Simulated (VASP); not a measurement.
# Ni (Fm-3m) in VASP: further runs

The runs below take Ni through single point, with HSE06.

Program: VASP 6.6.1. These are calculated values, not measurements. Logs are shortened: lines on timing, memory, paths and dates and some standing lists are left out, and cuts for length are marked.

### 1 The cell of the first run

The structure is cubic, space group Fm-3m (No. 225). The conventional cell has a = 3.414 Å, b = 3.414 Å, c = 3.414 Å, α = 90.00°, β = 90.00°, γ = 90.00°. Ni (site symmetry m-3m) has 12 Ni at 2.41 Å within 3.2 Å.

### 2 Single point, HSE06

The input, POSCAR:

```
Ni
1.0
    0.0000000000      1.7068933900      1.7068933900
    1.7068933900      0.0000000000      1.7068933900
    1.7068933900      1.7068933900      0.0000000000
Ni
1
Direct
    0.0000000000      0.0000000000      0.0000000000
```

The input, INCAR.step1:

```
SYSTEM = Ni
PREC = Accurate ; ENCUT = 510
EDIFF = 1E-5 ; ISMEAR = -1
SIGMA = 0.1 ; LREAL = .FALSE.
LASPH = .TRUE. ; NELM = 120
ALGO = Normal ; ISIF = 2
LWAVE = .TRUE. ; NBANDS = 15
GGA = PE ; GGA_COMPAT = .FALSE.
```

The input, INCAR.step2:

```
SYSTEM = Ni
PREC = Accurate ; ENCUT = 510
EDIFF = 1E-6 ; ISMEAR = -1
SIGMA = 0.1 ; LREAL = .FALSE.
LASPH = .TRUE. ; NELM = 120
ALGO = Normal ; ISIF = 2
LWAVE = .FALSE. ; LCHARG = .TRUE.
GGA = PE ; LHFCALC = .TRUE.
HFSCREEN = 0.2079 ; PRECFOCK = Normal
LELF = .TRUE. ; LVHAR = .TRUE.
NBANDS = 15 ; ISTART = 1
GGA_COMPAT = .FALSE.
```

The input, KPOINTS:

```
Automatic mesh
0
G
  6 6 6
  0 0 0
```

Potentials or basis: VASP PAW PBE potentials, release 64 (Ni_sv_GW).

Launch:

```bash
$ cat potpaw_PBE.64/Ni_sv_GW/POTCAR > POTCAR
$ cp INCAR.step1 INCAR
$ mpirun -np 1 vasp_std > vasp.out
$ cp INCAR.step2 INCAR
$ mpirun -np 1 vasp_std > vasp.out
```

OUTCAR:

```text
SYSTEM = Ni
   PREC = Accurate
   ENCUT = 510
   EDIFF = 1E-6
   ISMEAR = -1
   LREAL = .FALSE.
   LASPH = .TRUE.
   NELM = 120
   ISIF = 2
   GGA = PE
   LHFCALC = .TRUE.
   HFSCREEN = 0.2079
   PRECFOCK = Normal
   ISTART = 1

 ion  position               nearest neighbor table
   1  0.000  0.000  0.000-

  LATTYP: Found a face centered cubic cell.
 ALAT       =     3.4137867800

  Lattice vectors:

 A1 = (   0.0000000000,   1.7068933900,   1.7068933900)
 A2 = (   1.7068933900,   0.0000000000,   1.7068933900)
 A3 = (   1.7068933900,   1.7068933900,   0.0000000000)

Analysis of symmetry for initial positions (statically):
=====================================================================
 Subroutine PRICEL returns:
 Original cell was already a primitive cell.

 Routine SETGRP: Setting up the symmetry group for a
 face centered cubic supercell.

 Subroutine GETGRP returns: Found 48 space group operations
 (whereof 48 operations were pure point group operations)
 out of a pool of 48 trial point group operations.

The static configuration has the point symmetry O_h .

Analysis of symmetry for dynamics (positions and initial velocities):
=====================================================================
 Subroutine PRICEL returns:
 Original cell was already a primitive cell.

 Routine SETGRP: Setting up the symmetry group for a
 face centered cubic supercell.

 Subroutine GETGRP returns: Found 48 space group operations
 (whereof 48 operations were pure point group operations)
 out of a pool of 48 trial point group operations.

The dynamic configuration has the point symmetry O_h .

 Subroutine INISYM returns: Found 48 space group operations
 (whereof 48 operations are pure point group operations),
 and found     1 'primitive' translations

----------------------------------------------------------------------------------------

                                     Primitive cell

  volume of cell :       9.9460

  direct lattice vectors                    reciprocal lattice vectors
     0.000000000  1.706893390  1.706893390    -0.292929836  0.292929836  0.292929836
     1.706893390  0.000000000  1.706893390     0.292929836 -0.292929836  0.292929836
     1.706893390  1.706893390  0.000000000     0.292929836  0.292929836 -0.292929836

  length of vectors
     2.413911782  2.413911782  2.413911782     0.507369358  0.507369358  0.507369358

  position of ions in fractional coordinates (direct lattice)
     0.000000000  0.000000000  0.000000000

  ion indices of the primitive-cell ions
   primitive index   ion index
                 1           1

----------------------------------------------------------------------------------------

 KPOINTS: Automatic mesh

Automatic generation of k-mesh.
 Grid dimensions read from file:
 generate k-points for:    6    6    6

 Generating k-lattice:

  Cartesian coordinates                     Fractional coordinates (reciprocal lattice)
    -0.048821639  0.048821639  0.048821639     0.166666667  0.000000000  0.000000000
     0.048821639 -0.048821639  0.048821639     0.000000000  0.166666667  0.000000000
     0.048821639  0.048821639 -0.048821639     0.000000000  0.000000000  0.166666667

  Length of vectors
     0.084561560  0.084561560  0.084561560

  Shift w.r.t. Gamma in fractional coordinates (k-lattice)
     0.000000000  0.000000000  0.000000000

 Subroutine IBZKPT returns following result:
 ===========================================

 Found     16 irreducible k-points:

 Following reciprocal coordinates:
            Coordinates               Weight
  0.000000  0.000000  0.000000      1.000000
  0.166667  0.000000  0.000000      8.000000
  0.333333  0.000000  0.000000      8.000000
  0.500000  0.000000  0.000000      4.000000
  0.166667  0.166667  0.000000      6.000000
  0.333333  0.166667  0.000000     24.000000
[... 8 lines left out ...]
 -0.333333  0.333333  0.166667     24.000000
 -0.333333  0.500000  0.166667     12.000000
   k-points           NKPTS =     16   k-points in BZ     NKDIM =    216   number of bands    NBANDS=     15
   number of dos      NEDOS =    301   number of ions     NIONS =      1
   total plane-waves  NPLWV =   5832
   dimension x,y,z NGX =    18 NGY =   18 NGZ =   18
   dimension x,y,z NGXF=    36 NGYF=   36 NGZF=   36
   ions per type =               1
   NGX,Y,Z   is equivalent  to a cutoff of  12.40, 12.40, 12.40 a.u.
   NGXF,Y,Z  is equivalent  to a cutoff of  24.79, 24.79, 24.79 a.u.
 SYSTEM =  Ni
   PREC   = accura    normal or accurate (medium, high low for compatibility)
   ISTART =      1    job   : 0-new  1-cont  2-samecut
   ICHARG =      0    charge: 1-file 2-atom 10-const
   ISPIN  =      1    spin polarized calculation?
   LNONCOLLINEAR =      F non collinear calculations
   LSORBIT =      F    spin-orbit coupling
   LASPH  =      T    aspherical Exc in radial PAW
   ENCUT  =  510.0 eV  37.48 Ry    6.12 a.u.   4.44  4.44  4.44*2*pi/ulx,y,z
   NELM   =    120;   NELMIN=  2; NELMDL=  0     # of ELM steps
   EDIFF  = 0.1E-05   stopping-criterion for ELM
   LREAL  =      F    real-space projection
   EDIFFG = 0.1E-04   stopping-criterion for IOM
   NSW    =      0    number of steps for IOM
   IBRION =     -1    ionic relax: 0-MD 1-quasi-New 2-CG
   NFREE  =      0    steps in history (QN), initial steepest desc. (CG)
   ISIF   =      2    stress and relaxation
   ISYM   =      3    0-nonsym 1-usesym 2-fastsym
   POTIM  = 0.5000    time-step for ionic-motion
   TEBEG  =    0.0;   TEEND  =   0.0 temperature during run
   PSTRESS=    0.0 pullay stress
   NELECT =      18.0000    total number of electrons
   NUPDOWN=      -1.0000    fix difference up-down
   EMIN   =  10.00;   EMAX   =-10.00  energy-range for DOS
   EFERMI =   0.00;   METHOD = LEGACY
   ISMEAR =    -1;   SIGMA  =   0.10  broadening in eV -4-tet -1-fermi 0-gaus
   EFERMI_NEDOS =   21; number of points for ismear=-14 and -15
   IALGO  =     38    algorithm
   IMIX   =      1    mixing-type and parameters
     AMIX     =   0.40;   BMIX     =  1.00
     AMIX_MAG =   1.60;   BMIX_MAG =  1.00
  volume/ion in A,a.u.               =       9.95        67.12
  Fermi-wavevector in a.u.,A,eV,Ry     =   1.995029  3.770059 54.153116  3.980142
  Thomas-Fermi vector in A             =   3.011817
   LORBIT       =      0    0 simple, 1 ext, 2 COOP (PROOUT), +10 PAW based schemes
   GGA     = PE    functional components
   LHFCALC =     T    Hartree Fock is set to
   PRECFOCK=normal    Normal, Fast or Accurate (Low or Medium for compatibility)
   ENCUT4O =  -1.0   cutoff for four orbital integrals eV
   NKREDX  =     1    reduce k-point grid by
   NKREDY  =     1    reduce k-point grid by
   NKREDZ  =     1    reduce k-point grid by
   AEXX    =    0.2500 exact exchange contribution
   HFSCREEN=    0.2079 screening length (either q_TF or 0.3 A-1)
   HFSCREENC=   0.2079 screening length for correlation (either q_TF or 0.3 A-1)
   ENCUTFOCK=  -1.0 apply spherical cutoff to Coloumb kernel
   IVDW    =     0    specifies the selected vdW correction
   LEPSILON=     F    determine dielectric tensor
   LRPA    =     F    only Hartree local field effects (RPA)
 non-spin polarized calculation
  energy-cutoff  :      510.00
  volume of cell :        9.95
 maximum number of plane-waves:       274
 NGX is ok and might be reduce to    18
  NGX = 14; NGY = 14; NGZ = 14

 number of electron      17.9999981 magnetization

 Free energy of the ion-electron system (eV)
  ---------------------------------------------------
  ext. energy  EPLUGINS =         0.00000000
  ---------------------------------------------------
  free energy    TOTEN  =        -5.19738754 eV

  energy without entropy =       -5.15081936  energy(sigma->0) =       -5.17410345

 E-fermi :   7.9588     XC(G=0): -11.6348

 val. band max:        7.8845229827   @ k =   0.5000   0.1667   0.0000
 cond. band min:       8.0197336398   @ k =  -0.3333   0.3333   0.1667
 fundamental gap:      0.1352106571
 Fermi energy:         7.9587909388

 k-point     1 :       0.0000    0.0000    0.0000
  band No.  band energies     occupation
      1    -100.4995      2.00000
      2     -59.0943      2.00000
      3     -59.0943      2.00000
      4     -59.0943      2.00000
      5      -2.0733      2.00000
      6       5.3295      2.00000
      7       5.3295      2.00000
      8       5.3295      2.00000
      9       6.2348      2.00000
     10       6.2348      2.00000
     11      34.0758      0.00000
     12      39.1227      0.00000
     13      39.1227      0.00000
     14      39.1227      0.00000
     15      42.5438      0.00000

 k-point     2 :       0.1667    0.0000    0.0000
  band No.  band energies     occupation
      1    -100.4853      2.00000
      2     -59.1867      2.00000
      3     -59.1090      2.00000
      4     -59.1090      2.00000
      5      -0.8087      2.00000
      6       5.0564      2.00000
      7       5.5173      2.00000
      8       5.5173      2.00000
      9       6.2763      2.00000
     10       6.2763      2.00000
     11      29.8923      0.00000
     12      35.1455      0.00000
     13      37.9467      0.00000
     14      37.9467      0.00000
     15      43.3390      0.00000

 k-point     3 :       0.3333    0.0000    0.0000
  band No.  band energies     occupation
      1    -100.4547      2.00000
      2     -59.3669      2.00000
      3     -59.1369      2.00000
      4     -59.1368      2.00000
      5       1.7782      2.00000
      6       5.2134      2.00000
      7       5.2134      2.00000
      8       5.6276      2.00000
      9       7.1901      1.99908
     10       7.1901      1.99908
     11      21.3993      0.00000
     12      33.4847      0.00000
     13      36.9324      0.00000
     14      36.9324      0.00000
     15      40.9811      0.00000

 k-point     4 :       0.5000    0.0000    0.0000
  band No.  band energies     occupation
      1    -100.4397      2.00000
      2     -59.4590      2.00000
      3     -59.1524      2.00000
      4     -59.1524      2.00000
      5       2.3716      2.00000
      6       4.9929      2.00000
      7       4.9929      2.00000
      8       7.7999      1.66079
      9       7.8000      1.66078
     10       8.2884      0.07142
     11      16.3309      0.00000
     12      32.5358      0.00000
     13      36.6096      0.00000
     14      36.6096      0.00000
     15      39.2460      0.00000
[... 163 lines left out ...]
 k-point    14 :       0.5000    0.3333    0.1667
  band No.  band energies     occupation
      1    -100.4352      2.00000
      2     -59.3683      2.00000
      3     -59.2467      2.00000
      4     -59.1825      2.00000
      5       3.1272      2.00000
      6       4.0634      2.00000
      7       4.8338      2.00000
      8       6.4020      2.00000
      9       7.4167      1.99119
     10      10.4752      0.00000
     11      23.0082      0.00000
     12      24.0848      0.00000
     13      28.1247      0.00000
     14      38.2925      0.00000
     15      41.0012      0.00000

 k-point    15 :      -0.3333    0.3333    0.1667
  band No.  band energies     occupation
      1    -100.4253      2.00000
      2     -59.3810      2.00000
      3     -59.2906      2.00000
      4     -59.2040      2.00000
      5       3.5420      2.00000
      6       4.0036      2.00000
      7       4.9319      2.00000
      8       6.1092      2.00000
      9       8.0197      0.70438
     10      14.8069      0.00000
     11      17.0790      0.00000
     12      24.2727      0.00000
     13      25.4599      0.00000
     14      38.8603      0.00000
     15      41.8914      0.00000

 k-point    16 :      -0.3333    0.5000    0.1667
  band No.  band energies     occupation
      1    -100.4205      2.00000
      2     -59.3900      2.00000
      3     -59.2863      2.00000
      4     -59.2379      2.00000
      5       2.8120      2.00000
      6       3.7154      2.00000
      7       5.8610      2.00000
      8       6.5498      2.00000
      9       8.4863      0.01018
     10      15.3777      0.00000
     11      20.1952      0.00000
     12      21.0361      0.00000
     13      22.9551      0.00000
     14      37.2884      0.00000
     15      41.7351      0.00000

------------------------ aborting loop because EDIFF is reached ----------------------------------------

  FORCE on cell =-STRESS in cart. coord.  units (eV):
  Direction    XX          YY          ZZ          XY          YZ          ZX
  --------------------------------------------------------------------------------------
  -------------------------------------------------------------------------------------
  Total        0.4442527      0.4442527      0.4442527     -0.0000000      0.0000000      0.0000000
  in kB       71.5634822     71.5634822     71.5634822     -0.0000000      0.0000000      0.0000000
  external PRESSURE =      71.5634822 kB  Pullay stress =       0.0000000 kB

 VOLUME and BASIS-vectors are now :
 -----------------------------------------------------------------------------
  energy-cutoff  :      510.00
  volume of cell :        9.95
      direct lattice vectors                 reciprocal lattice vectors
     0.000000000  1.706893390  1.706893390    -0.292929836  0.292929836  0.292929836
     1.706893390  0.000000000  1.706893390     0.292929836 -0.292929836  0.292929836
     1.706893390  1.706893390  0.000000000     0.292929836  0.292929836 -0.292929836

 POSITION                                       TOTAL-FORCE (eV/Angst)
 -----------------------------------------------------------------------------------
      0.00000      0.00000      0.00000         0.000000     -0.000000      0.000000
 -----------------------------------------------------------------------------------
    total drift:                                0.000001      0.000000      0.000002

  FREE ENERGIE OF THE ION-ELECTRON SYSTEM (eV)
  ---------------------------------------------------
  free  energy   TOTEN  =        -5.1973875352 eV

  energy  without entropy=       -5.1508193581  energy(sigma->0) =       -5.17410345
```

It took 9.9 min on 1 thread of AMD EPYC 9R45 (Zen 5), shared host; peak memory 0.2 GiB.

Results:

```yaml
Free_energy: -5.1974 eV
Pressure: 7.2 GPa
Band_gap_on_the_k_mesh: zero (bands 9 and 10 overlap by 2.25 eV)
```

Levels at points of the mesh, in eV from the Fermi level:
```tsv
k point	band 6	band 7	band 8	band 9	band 10	band 11	band 12	band 13
(0.00, 0.00, 0.00)	-2.63	-2.63	-2.63	-1.72	-1.72	26.12	31.16	31.16
(0.50, 0.00, 0.00)	-2.97	-2.97	-0.16	-0.16	0.33	8.37	24.58	28.65
(0.50, 0.50, 0.00)	-4.93	-0.73	0.53	0.53	3.64	11.99	17.67	17.67
```

Caveat: the k points lie up to 0.53 Å⁻¹ apart, too coarse for converged energies and pressures of a metal; the PAW data sets were made with another functional, which shifts forces and pressure a little; the run has no spin polarisation, though such a crystal can be magnetic. Spin polarisation is off, so any magnetic state and its effect on volume and gap are missing.

(Continued in part 2 of 2.)

The gap in the log of VASP goes by the Fermi energy; the results here count the filled bands.